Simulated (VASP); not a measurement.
Here is a VASP 6.6.1 calculation.

INCAR

```
SYSTEM = Al
PREC = Accurate ; ENCUT = 520
EDIFF = 1E-7 ; ISMEAR = 0
SIGMA = 0.15 ; LREAL = .FALSE.
LASPH = .TRUE. ; NELM = 80
ALGO = Normal ; ISIF = 2
LWAVE = .FALSE. ; LCHARG = .FALSE.
GGA = PS ; IVDW = 12
NBANDS = 14
```

KPOINTS

```
Automatic mesh
0
G
  18 18 6
  0 0 0
```

POSCAR

```
Al
1.0
    2.8366941488      0.0000000000      0.0000000000
   -1.4183470744      2.4566491956      0.0000000000
    0.0000000000      0.0000000000      9.4983866878
Al
4
Direct
    0.0000000000      0.0000000000      0.0000000000
    0.3333333333      0.6666666667      0.2500000000
    0.0000000000      0.0000000000      0.5000000000
    0.6666666667      0.3333333333      0.7500000000
```

Potentials or basis: VASP PAW PBE potentials, release 64 (Al).

Launch:

```bash
$ cat potpaw_PBE.64/Al/POTCAR > POTCAR
$ mpirun -np 1 vasp_std > vasp.out
```

(1) Predict the band gap on the k mesh.

(2) Estimate the pressure.

(3) What does it give for the dispersion energy per atom?

## Answers

(1) zero (bands 6 and 7 overlap by 5.08 eV).

(2) -4.5 GPa.

(3) -0.317 eV.

Caveat: the cell stands under tension; the PAW data sets were made with another functional, which shifts forces and pressure a little.
